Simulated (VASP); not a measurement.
Input of a VASP 6.6.1 run:

INCAR

```
PREC = Accurate
ENCUT = 520
EDIFF = 1E-6
ISMEAR = -1
SIGMA = 0.05
LREAL = F
LASPH = T
NELM = 100
ALGO = Normal
ISIF = 2
LWAVE = F
LCHARG = F
GGA = PE
NBANDS = 12
```

The input KPOINTS:

```
regular mesh
0
Gamma
  9 9 9
```

The input POSCAR:

```
P
1.0
    1.7257251780      0.9963478961      3.1296800121
   -1.7257251780      0.9963478961      3.1296800121
    0.0000000000     -1.9926957921      3.1296800121
P
2
Direct
    0.7729197500      0.7729197500      0.7729197500
    0.2270802500      0.2270802500      0.2270802500
```

Potentials or basis: VASP PAW PBE potentials, release 64 (P).

Command:

```sh
$ cat potpaw_PBE.64/P/POTCAR > POTCAR
$ mpirun -np 1 vasp_std > vasp.out
```

(1) Predict the largest force.

(2) What does it give for the band gap on the k mesh?

(3) Estimate the pressure.

Results:

(1) 0.192 eV/Å.

(2) zero (band 5 reaches 9.56 eV, above the bottom of band 6 at 8.83 eV).

(3) 1.5 GPa.
